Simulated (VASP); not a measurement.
# Eu (Im-3m) in VASP: further runs

Runs on Eu. Level: LDA. Tasks: single point.

All numbers are computed with VASP 6.6.1; they aren't measurements. Logs are shortened: lines on timing, memory, paths and dates and some standing lists are left out, and cuts for length are marked.

### Step 1. The cell of the first run

It takes space group Im-3m (No. 229, cubic). Conventional cell: a = 4.109 Å, b = 4.109 Å, c = 4.109 Å, α = 90.00°, β = 90.00°, γ = 90.00°. Eu (site symmetry m-3m) has 14 Eu at 3.56 to 4.11 Å within 4.7 Å.

### Step 2. Single point, LDA, collinear spin, ferromagnetic start

INCAR

```
PREC = Accurate
ENCUT = 520
EDIFF = 1E-7
ISMEAR = -1
SIGMA = 0.05
LREAL = False
LASPH = True
NELM = 150
ALGO = Normal
ISIF = 2
LWAVE = False
LCHARG = False
ISPIN = 2
MAGMOM = 6.925
LORBIT = 11
LMAXMIX = 6
GGA = CA
NBANDS = 18
```

KPOINTS

```
Automatic mesh
0
Gamma
  11 11 11
```

POSCAR

```
Eu
1.0
   -2.0544259245      2.0544259245      2.0544259245
    2.0544259245     -2.0544259245      2.0544259245
    2.0544259245      2.0544259245     -2.0544259245
Eu
1
Direct
    0.0000000000      0.0000000000      0.0000000000
```

Potentials or basis: VASP PAW PBE potentials, release 64 (Eu).

On the command line:

```bash
$ cat potpaw_PBE.64/Eu/POTCAR > POTCAR
$ mpirun -np 1 vasp_std > vasp.out
```

OUTCAR:

```text
PREC = Accurate
   ENCUT = 520
   EDIFF = 1E-7
   ISMEAR = -1
   LREAL = False
   LASPH = True
   NELM = 150
   ISIF = 2
   ISPIN = 2
   LORBIT = 11
   GGA = CA

 ion  position               nearest neighbor table
   1  0.000  0.000  0.000-

  LATTYP: Found a body centered cubic cell.
 ALAT       =     4.1088518490

  Lattice vectors:

 A1 = (  -2.0544259245,   2.0544259245,   2.0544259245)
 A2 = (   2.0544259245,  -2.0544259245,   2.0544259245)
 A3 = (   2.0544259245,   2.0544259245,  -2.0544259245)

Analysis of symmetry for initial positions (statically):
=====================================================================
 Subroutine PRICEL returns:
 Original cell was already a primitive cell.

 Routine SETGRP: Setting up the symmetry group for a
 body centered cubic supercell.

 Subroutine GETGRP returns: Found 48 space group operations
 (whereof 48 operations were pure point group operations)
 out of a pool of 48 trial point group operations.

The static configuration has the point symmetry O_h .

Analysis of symmetry for dynamics (positions and initial velocities):
=====================================================================
 Subroutine PRICEL returns:
 Original cell was already a primitive cell.

 Routine SETGRP: Setting up the symmetry group for a
 body centered cubic supercell.

 Subroutine GETGRP returns: Found 48 space group operations
 (whereof 48 operations were pure point group operations)
 out of a pool of 48 trial point group operations.

The dynamic configuration has the point symmetry O_h .

Analysis of structural, dynamic, and magnetic symmetry:
=====================================================================
 Subroutine PRICEL returns:
 Original cell was already a primitive cell.

 Routine SETGRP: Setting up the symmetry group for a
 body centered cubic supercell.

 Subroutine GETGRP returns: Found 48 space group operations
 (whereof 48 operations were pure point group operations)
 out of a pool of 48 trial point group operations.

The overall configuration has the point symmetry O_h .

 Subroutine INISYM returns: Found 48 space group operations
 (whereof 48 operations are pure point group operations),
 and found     1 'primitive' translations

----------------------------------------------------------------------------------------

                                     Primitive cell

  volume of cell :      34.6842

  direct lattice vectors                    reciprocal lattice vectors
    -2.054425924  2.054425924  2.054425924     0.000000000  0.243376991  0.243376991
     2.054425924 -2.054425924  2.054425924     0.243376991  0.000000000  0.243376991
     2.054425924  2.054425924 -2.054425924     0.243376991  0.243376991  0.000000000

  length of vectors
     3.558370082  3.558370082  3.558370082     0.344187042  0.344187042  0.344187042

  position of ions in fractional coordinates (direct lattice)
     0.000000000  0.000000000  0.000000000

  ion indices of the primitive-cell ions
   primitive index   ion index
                 1           1

----------------------------------------------------------------------------------------

 KPOINTS: Automatic mesh

Automatic generation of k-mesh.
 Grid dimensions read from file:
 generate k-points for:   11   11   11

 Generating k-lattice:

  Cartesian coordinates                     Fractional coordinates (reciprocal lattice)
     0.000000000  0.022125181  0.022125181     0.090909091  0.000000000  0.000000000
     0.022125181  0.000000000  0.022125181     0.000000000  0.090909091  0.000000000
     0.022125181  0.022125181  0.000000000     0.000000000  0.000000000  0.090909091

  Length of vectors
     0.031289731  0.031289731  0.031289731

  Shift w.r.t. Gamma in fractional coordinates (k-lattice)
     0.000000000  0.000000000  0.000000000

 Subroutine IBZKPT returns following result:
 ===========================================

 Found     56 irreducible k-points:

 Following reciprocal coordinates:
            Coordinates               Weight
  0.000000  0.000000  0.000000      1.000000
  0.090909  0.000000  0.000000     12.000000
  0.181818  0.000000  0.000000     12.000000
  0.272727  0.000000  0.000000     12.000000
  0.363636  0.000000  0.000000     12.000000
  0.454545  0.000000  0.000000     12.000000
[... 16 lines left out ...]
  0.272727  0.181818  0.090909     48.000000
  0.363636  0.181818  0.090909     24.000000
 [... further k-points ...]
   k-points           NKPTS =     56   k-points in BZ     NKDIM =     56   number of bands    NBANDS=     18
   number of dos      NEDOS =    301   number of ions     NIONS =      1
   total plane-waves  NPLWV =  21952
   dimension x,y,z NGX =    28 NGY =   28 NGZ =   28
   dimension x,y,z NGXF=    56 NGYF=   56 NGZF=   56
   ions per type =               1
   NGX,Y,Z   is equivalent  to a cutoff of  13.08, 13.08, 13.08 a.u.
   NGXF,Y,Z  is equivalent  to a cutoff of  26.16, 26.16, 26.16 a.u.
 SYSTEM =  unknown system
   PREC   = accura    normal or accurate (medium, high low for compatibility)
   ISTART =      0    job   : 0-new  1-cont  2-samecut
   ICHARG =      2    charge: 1-file 2-atom 10-const
   ISPIN  =      2    spin polarized calculation?
   LNONCOLLINEAR =      F non collinear calculations
   LSORBIT =      F    spin-orbit coupling
   LASPH  =      T    aspherical Exc in radial PAW
   ENCUT  =  520.0 eV  38.22 Ry    6.18 a.u.   6.62  6.62  6.62*2*pi/ulx,y,z
   NELM   =    150;   NELMIN=  2; NELMDL= -5     # of ELM steps
   EDIFF  = 0.1E-06   stopping-criterion for ELM
   LREAL  =      F    real-space projection
   EDIFFG = 0.1E-05   stopping-criterion for IOM
   NSW    =      0    number of steps for IOM
   IBRION =     -1    ionic relax: 0-MD 1-quasi-New 2-CG
   NFREE  =      0    steps in history (QN), initial steepest desc. (CG)
   ISIF   =      2    stress and relaxation
   ISYM   =      2    0-nonsym 1-usesym 2-fastsym
   POTIM  = 0.5000    time-step for ionic-motion
   TEBEG  =    0.0;   TEEND  =   0.0 temperature during run
   PSTRESS=    0.0 pullay stress
   NELECT =      17.0000    total number of electrons
   NUPDOWN=      -1.0000    fix difference up-down
   EMIN   =  10.00;   EMAX   =-10.00  energy-range for DOS
   EFERMI =   0.00;   METHOD = LEGACY
   ISMEAR =    -1;   SIGMA  =   0.05  broadening in eV -4-tet -1-fermi 0-gaus
   EFERMI_NEDOS =   21; number of points for ismear=-14 and -15
   IALGO  =     38    algorithm
   IMIX   =      4    mixing-type and parameters
     AMIX     =   0.40;   BMIX     =  1.00
     AMIX_MAG =   1.60;   BMIX_MAG =  1.00
  volume/ion in A,a.u.               =      34.68       234.06
  Fermi-wavevector in a.u.,A,eV,Ry     =   1.290765  2.439193 22.668331  1.666075
  Thomas-Fermi vector in A             =   2.422577
   LORBIT       =     11    0 simple, 1 ext, 2 COOP (PROOUT), +10 PAW based schemes
   GGA     = CA    functional components
   LHFCALC =     F    Hartree Fock is set to
   AEXX    =    0.0000 exact exchange contribution
   IVDW    =     0    specifies the selected vdW correction
   LEPSILON=     F    determine dielectric tensor
   LRPA    =     F    only Hartree local field effects (RPA)
 spin polarized calculation
  energy-cutoff  :      520.00
  volume of cell :       34.68
 maximum number of plane-waves:       959
   NGX = 13   NGY = 13   NGZ = 13

 number of electron      17.0000002 magnetization       7.1066125

 Free energy of the ion-electron system (eV)
  ---------------------------------------------------
  ext. energy  EPLUGINS =         0.00000000
  ---------------------------------------------------
  free energy    TOTEN  =       -11.41168595 eV

  energy without entropy =      -11.39918679  energy(sigma->0) =      -11.40543637

 E-fermi :   2.5282     XC(G=0):  -9.9439

 val. band max:        2.5265017226   @ k =  -0.3636  -0.4545   0.1818
 cond. band min:       2.5995867291   @ k =   0.2727   0.2727   0.1818
 fundamental gap:      0.0730850065
 Fermi energy:         2.5281594206

 spin component 1

 k-point     1 :       0.0000    0.0000    0.0000
  band No.  band energies     occupation
      1     -38.6680      1.00000
      2     -17.1609      1.00000
      3     -17.1609      1.00000
      4     -17.1609      1.00000
      5      -1.9205      1.00000
      6       1.9782      0.99998
[... 10 lines left out ...]
     17       6.6505      0.00000
     18      13.1670      0.00000

 k-point     2 :       0.0909    0.0000    0.0000
  band No.  band energies     occupation
      1     -38.6614      1.00000
      2     -17.2325      1.00000
      3     -17.1825      1.00000
      4     -17.1614      1.00000
      5      -1.6814      1.00000
      6       1.9730      0.99998
[... 10 lines left out ...]
     17       6.6639      0.00000
     18      13.3925      0.00000
[... 442 lines left out ...]
 k-point    24 :       0.3636    0.1818    0.0909
  band No.  band energies     occupation
      1     -38.5803      1.00000
      2     -17.8444      1.00000
      3     -17.5368      1.00000
      4     -17.2982      1.00000
      5       1.5992      1.00000
      6       2.0159      0.99996
[... 10 lines left out ...]
     17       9.5809      0.00000
     18      10.7775      0.00000

 [... further k-points ...]

 spin component 2

 k-point     1 :       0.0000    0.0000    0.0000
  band No.  band energies     occupation
      1     -35.8797      1.00000
      2     -14.9885      1.00000
      3     -14.9885      1.00000
      4     -14.9885      1.00000
      5      -1.2570      1.00000
      6       5.4372      0.00000
[... 10 lines left out ...]
     17       7.6575      0.00000
     18      14.1159      0.00000

 k-point     2 :       0.0909    0.0000    0.0000
  band No.  band energies     occupation
      1     -35.8715      1.00000
      2     -15.0770      1.00000
      3     -15.0143      1.00000
      4     -14.9893      1.00000
      5      -1.0041      1.00000
      6       5.1644      0.00000
[... 10 lines left out ...]
     17       7.7364      0.00000
     18      14.3351      0.00000
[... 442 lines left out ...]
 k-point    24 :       0.3636    0.1818    0.0909
  band No.  band energies     occupation
      1     -35.7705      1.00000
      2     -15.8174      1.00000
      3     -15.4440      1.00000
      4     -15.1580      1.00000
      5       2.4431      0.84574
      6       3.4773      0.00000
[... 10 lines left out ...]
     17      10.7950      0.00000
     18      12.0676      0.00000

 [... further k-points ...]

------------------------ aborting loop because EDIFF is reached ----------------------------------------

  FORCE on cell =-STRESS in cart. coord.  units (eV):
  Direction    XX          YY          ZZ          XY          YZ          ZX
  --------------------------------------------------------------------------------------
  -------------------------------------------------------------------------------------
  Total       -0.0703941     -0.0703941     -0.0703941      0.0000000      0.0000000     -0.0000000
  in kB       -3.2517372     -3.2517372     -3.2517372      0.0000000      0.0000000     -0.0000000
  external PRESSURE =      -3.2517372 kB  Pullay stress =       0.0000000 kB

 VOLUME and BASIS-vectors are now :
 -----------------------------------------------------------------------------
  energy-cutoff  :      520.00
  volume of cell :       34.68
      direct lattice vectors                 reciprocal lattice vectors
    -2.054425924  2.054425924  2.054425924     0.000000000  0.243376991  0.243376991
     2.054425924 -2.054425924  2.054425924     0.243376991  0.000000000  0.243376991
     2.054425924  2.054425924 -2.054425924     0.243376991  0.243376991  0.000000000

 POSITION                                       TOTAL-FORCE (eV/Angst)
 -----------------------------------------------------------------------------------
      0.00000      0.00000      0.00000        -0.000000      0.000000     -0.000000
 -----------------------------------------------------------------------------------
    total drift:                               -0.000000     -0.000000     -0.000000

  FREE ENERGIE OF THE ION-ELECTRON SYSTEM (eV)
  ---------------------------------------------------
  free  energy   TOTEN  =       -11.4116859476 eV

  energy  without entropy=      -11.3991867949  energy(sigma->0) =      -11.40543637

 total charge

# of ion       s       p       d       f       tot
--------------------------------------------------
    1        2.094   5.640   0.401   6.583  14.717

 magnetization (x)

# of ion       s       p       d       f       tot
--------------------------------------------------
    1        0.001  -0.070   0.124   6.576   6.631
```

Wall time 50 s (1 thread of Intel Xeon 6975P-C (Granite Rapids), shared host); peak memory 0.19 GiB.

What came out:

```
Free energy                                           : -11.4117 eV
Pressure                                              : -0.3 GPa
Net moment                                            : 7.11 μB per cell
Site moments                                          : Eu +6.63 μB
Valence electrons inside the program's atomic spheres : Eu 14.72
```

Levels at points of the mesh, in eV from the Fermi level:
Spin up:
| k point | band 8 | band 9 | band 10 | band 11 | band 12 | band 13 | band 14 | band 15 | band 16 | band 17 |
| --- | --- | --- | --- | --- | --- | --- | --- | --- | --- | --- |
| (0.00, 0.00, 0.00) | -0.55 | -0.29 | -0.29 | -0.29 | -0.23 | 1.96 | 1.96 | 1.96 | 4.12 | 4.12 |
Spin down:
```tsv
k point	band 1	band 2	band 3	band 4	band 5	band 6	band 7	band 8	band 9	band 10
(0.00, 0.00, 0.00)	-38.41	-17.52	-17.52	-17.52	-3.79	2.91	2.91	2.91	3.52	3.52
```

Caveat: the PAW data sets were made with another functional, which shifts forces and pressure a little; spin-orbit coupling is left out, which moves the levels of the heavy elements. The state reached can hang on the start; a lower one may exist.

[end of part 1 of 2]
